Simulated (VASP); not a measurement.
# Al2Cu (I4/mcm) in VASP: further runs, part 2 of 2

VASP 6.6.1.

**3. Single point, PBEsol**

Input file INCAR:

```
SYSTEM = Al2Cu
  PREC = Accurate
  ENCUT = 520
  EDIFF = 1E-7
  ISMEAR = 0
  SIGMA = 0.15
  LREAL = .FALSE.
  LASPH = .TRUE.
  NELM = 80
  ALGO = Fast
  ISIF = 2
  LWAVE = .FALSE.
  LCHARG = .FALSE.
  GGA = PS
  NBANDS = 26
```

Input file KPOINTS:

```
regular mesh
0
G
  10 10 10
  0 0 0
```

Input file POSCAR:

```
Al2Cu
1.0
   -2.8766500000      2.8766500000      2.4379500000
    2.8766500000     -2.8766500000      2.4379500000
    2.8766500000      2.8766500000     -2.4379500000
Al Cu
4 2
Direct
    0.1593210787      0.6593210787      0.8186421574
    0.6593210787      0.8406789213      0.5000000000
    0.8406789213      0.3406789213      0.1813578426
    0.3406789213      0.1593210787      0.5000000000
    0.7500000000      0.7500000000      0.0000000000
    0.2500000000      0.2500000000      0.0000000000
```

Potentials or basis: VASP PAW PBE potentials, release 64 (Al, Cu).

Launch:

```
$ cat potpaw_PBE.64/Al/POTCAR potpaw_PBE.64/Cu/POTCAR > POTCAR
$ mpirun -np 1 vasp_std > vasp.out
```

OUTCAR:

```text
SYSTEM = Al2Cu
   PREC = Accurate
   ENCUT = 520
   EDIFF = 1E-7
   ISMEAR = 0
   LREAL = .FALSE.
   LASPH = .TRUE.
   NELM = 80
   ISIF = 2
   GGA = PS

 ion  position               nearest neighbor table
   1  0.159  0.659  0.819-   5 2.48   6 2.48   5 2.48   6 2.48   3 2.59   3 2.85   3 2.85   4 3.05
                             2 3.05   2 3.05   4 3.05   4 3.06   2 3.06   2 3.06   4 3.06
   2  0.659  0.841  0.500-   6 2.48   6 2.48   5 2.48   5 2.48   4 2.59   4 2.85   4 2.85   3 3.05
                             1 3.05   1 3.05   3 3.05   1 3.06   3 3.06   1 3.06   3 3.06
   3  0.841  0.341  0.181-   5 2.48   6 2.48   5 2.48   6 2.48   1 2.59   1 2.85   1 2.85   2 3.05
                             4 3.05   4 3.05   2 3.05   4 3.06   2 3.06   4 3.06   2 3.06
   4  0.341  0.159  0.500-   5 2.48   5 2.48   6 2.48   6 2.48   2 2.59   2 2.85   2 2.85   3 3.05
                             1 3.05   1 3.05   3 3.05   1 3.06   3 3.06   3 3.06   1 3.06
   5  0.750  0.750  0.000-   6 2.44   6 2.44   4 2.48   4 2.48   2 2.48   2 2.48   1 2.48   3 2.48
                             3 2.48   1 2.48
   6  0.250  0.250  0.000-   5 2.44   5 2.44   2 2.48   2 2.48   4 2.48   1 2.48   4 2.48   3 2.48
                             1 2.48   3 2.48

  LATTYP: Found a body centered tetragonal cell.
 ALAT       =     5.7533000000
 C/A-ratio  =     0.8474962196

  Lattice vectors:

 A1 = (  -2.8766500000,   2.8766500000,   2.4379500000)
 A2 = (   2.8766500000,  -2.8766500000,   2.4379500000)
 A3 = (   2.8766500000,   2.8766500000,  -2.4379500000)

Analysis of symmetry for initial positions (statically):
=====================================================================
 Subroutine PRICEL returns:
 Original cell was already a primitive cell.

 Routine SETGRP: Setting up the symmetry group for a
 body centered tetragonal supercell.

 Subroutine GETGRP returns: Found 16 space group operations
 (whereof  8 operations were pure point group operations)
 out of a pool of 16 trial point group operations.

The static configuration has the point symmetry C_4h.
 The point group associated with its full space group is D_4h.

[... 146 lines left out ...]
   GGA     = PS    functional components
   LHFCALC =     F    Hartree Fock is set to
   AEXX    =    0.0000 exact exchange contribution
   IVDW    =     0    specifies the selected vdW correction
   LEPSILON=     F    determine dielectric tensor
   LRPA    =     F    only Hartree local field effects (RPA)
 non-spin polarized calculation
 RMM-DIIS sequential band-by-band and
 Gauss-broadening in eV      SIGMA  =   0.15
  energy-cutoff  :      520.00
  volume of cell :       80.70
 maximum number of plane-waves:      2189
   NGX = 17   NGY = 17   NGZ = 17

 number of electron      34.0000002 magnetization

 Free energy of the ion-electron system (eV)
  ---------------------------------------------------
  ext. energy  EPLUGINS =         0.00000000
  ---------------------------------------------------
  free energy    TOTEN  =       -25.77860161 eV

  energy without entropy =      -25.75820911  energy(sigma->0) =      -25.76840536

 E-fermi :   9.0529     XC(G=0): -11.3898

 val. band max:        9.0513089944   @ k =  -0.1000   0.2000   0.1000
 cond. band min:       9.0572904179   @ k =  -0.4000   0.2000   0.1000
 fundamental gap:      0.0059814234
 Fermi energy:         9.0529251594

 k-point     1 :       0.0000    0.0000    0.0000
  band No.  band energies     occupation
      1      -2.4379      2.00000
      2       3.3199      2.00000
      3       3.3890      2.00000
      4       3.3890      2.00000
      5       3.5519      2.00000
      6       4.4642      2.00000
[... 685 lines left out ...]
     25      16.6251      0.00000
     26      17.0027      0.00000

 [... further k-points ...]

------------------------ aborting loop because EDIFF is reached ----------------------------------------

  FORCE on cell =-STRESS in cart. coord.  units (eV):
  Direction    XX          YY          ZZ          XY          YZ          ZX
  --------------------------------------------------------------------------------------
  -------------------------------------------------------------------------------------
  Total        6.2948021      6.2948021      2.1158708      0.0000000     -0.0000000      0.0000000
  in kB      124.9780735    124.9780735     42.0088595      0.0000000     -0.0000000      0.0000000
  external PRESSURE =      97.3216689 kB  Pullay stress =       0.0000000 kB

 VOLUME and BASIS-vectors are now :
 -----------------------------------------------------------------------------
  energy-cutoff  :      520.00
  volume of cell :       80.70
      direct lattice vectors                 reciprocal lattice vectors
    -2.876650000  2.876650000  2.437950000     0.000000000  0.173813290  0.205090342
     2.876650000 -2.876650000  2.437950000     0.173813290  0.000000000  0.205090342
     2.876650000  2.876650000 -2.437950000     0.173813290  0.173813290  0.000000000

 POSITION                                       TOTAL-FORCE (eV/Angst)
 -----------------------------------------------------------------------------------
      3.79327      0.91662      0.00000         0.093839      0.093839      0.000000
      1.96003      0.91662      2.43795        -0.093839      0.093839     -0.000000
     -0.91662      1.96003      2.43795        -0.093839     -0.093839     -0.000000
      0.91662      1.96003      0.00000         0.093839     -0.093839     -0.000000
      0.00000      0.00000      3.65692        -0.000000     -0.000000     -0.000000
      0.00000      0.00000      1.21897         0.000000     -0.000000     -0.000000
 -----------------------------------------------------------------------------------
    total drift:                                0.000000      0.000000      0.000000

  FREE ENERGIE OF THE ION-ELECTRON SYSTEM (eV)
  ---------------------------------------------------
  free  energy   TOTEN  =       -25.7786016065 eV

  energy  without entropy=      -25.7582091064  energy(sigma->0) =      -25.76840536
```

stdout:

```text
POSCAR found type information on POSCAR AlCu
 POSCAR found :  2 types and       6 ions
 scaLAPACK will be used
 -----------------------------------------------------------------------------
|                                                                             |
|                                                                             |
|     You enforced a specific xc type in the INCAR file but a different       |
|     I HOPE YOU KNOW WHAT YOU ARE DOING!                                     |
|                                                                             |
 -----------------------------------------------------------------------------

 LDA part: xc-table for (Slater+PW92), standard interpolation
 POSCAR, INCAR and KPOINTS ok, starting setup
 FFT: planning ... GRIDC
 FFT: planning ... GRID_SOFT
 FFT: planning ... GRID
 WAVECAR not read
 entering main loop
```

Wall time 6.9 min (1 thread of Intel Xeon 8259CL, shared host); peak memory 0.33 GiB.

Results:

```
Free energy            : -25.7786 eV
Pressure               : 9.7 GPa
Largest force          : 0.133 eV/Å
Band gap on the k mesh : zero (bands 17 and 18 overlap by 4.11 eV)
```

Forces in eV/Å, atoms in the order of the input:
```
Al   0.094  0.094  0.000
Al  -0.094  0.094  0.000
Al  -0.094 -0.094  0.000
Al   0.094 -0.094  0.000
Cu   0.000  0.000  0.000
Cu   0.000  0.000  0.000
```

Caveat: the cell stands under pressure; the PAW data sets were made with another functional, which shifts forces and pressure a little.
